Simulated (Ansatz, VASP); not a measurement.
**Al3FeCo2: VASP beside Ansatz**

```
Al Fe Co
1.0
     4.03911    0.00000    0.00000
    -2.01955    3.49797    0.00000
     0.00000    0.00000    4.94397
Al Fe Co
3 1 2
Direct
  0.00000 0.00000 0.00000
  0.66667 0.33333 0.33436
  0.33333 0.66667 0.66564
  0.00000 0.00000 0.50000
  0.33333 0.66667 0.16543
  0.66667 0.33333 0.83457
```

Alike in both runs: functional PBE; k mesh 12 × 12 × 8; occupations gaussian, width 0.1 eV; no spin polarisation.

Ansatz relaxed the structure, and its values are those at the end. VASP's run is a single point on that final structure, the one shown.

```csv
,VASP,Ansatz
version,VASP 6.6.1,Ansatz 0.2.0
potentials or method,"VASP PAW PBE potentials, release 64 (Al, Fe, Co), cutoff 520 eV","scalar-relativistic, plane waves, PAW"
valence electrons in the cell,35,59
```

Ansatz gave:

| Quantity | Value |
| --- | --- |
| gap on the k mesh at the Fermi level (eV) | none |
| pressure (GPa) | 0.0 |

Q: Which values does VASP return?

A: gap on the k mesh at the Fermi level (eV): none; pressure (GPa): -0.1.

A gap of «none» marks a metal or a gap that the smearing closes. With one functional, cell and mesh, what is left measures potentials, basis and numerics. VASP's potentials hold 35 valence electrons a cell and Ansatz's 59, so a difference there can come from the potentials and not from the codes.
